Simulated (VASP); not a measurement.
A run of VASP 6.6.1 is set up as follows.

The input INCAR:

```
PREC = Accurate
ENCUT = 600
EDIFF = 1E-7
ISMEAR = 0
SIGMA = 0.01
LREAL = F
LASPH = T
NELM = 100
ALGO = Normal
ISIF = 3
LWAVE = F
LCHARG = F
IBRION = 2
NSW = 80
EDIFFG = -0.001
PSTRESS = 40.0
```

Contents of KPOINTS:

```
Automatic mesh
0
Gamma
  6 6 6
```

File POSCAR:

```
RbBr
1.0
    3.9675087258      0.0000000000      0.0000000000
    0.0000000000      3.9675087258      0.0000000000
    0.0000000000      0.0000000000      3.9675087258
Rb Br
1 1
Direct
    0.0000000000      0.0000000000      0.0000000000
    0.5000000000      0.5000000000      0.5000000000
```

Potentials or basis: VASP PAW LDA potentials, release 64 (Rb_sv, Br).

Command:

```bash
$ cat potpaw_LDA.64/Rb_sv/POTCAR potpaw_LDA.64/Br/POTCAR > POTCAR
$ mpirun -np 1 vasp_std > vasp.out
```

(1) What does it give for the space group after relaxing (to 0.1 Å)?

(2) What does it give for the relaxed volume?

(3) Predict the relaxed cell.

(4) Estimate the band gap on the k mesh.

## Answers

(1) Pm-3m (No. 221).

(2) 27.58 Å³/atom.

(3) a = 3.807 Å, b = 3.807 Å, c = 3.807 Å, α = 90.00°, β = 90.00°, γ = 90.00°.

(4) 4.72 eV (least direct gap 4.85 eV).

Caveat: the cell is relaxed towards a set pressure, so the run minimises the enthalpy, not the energy.
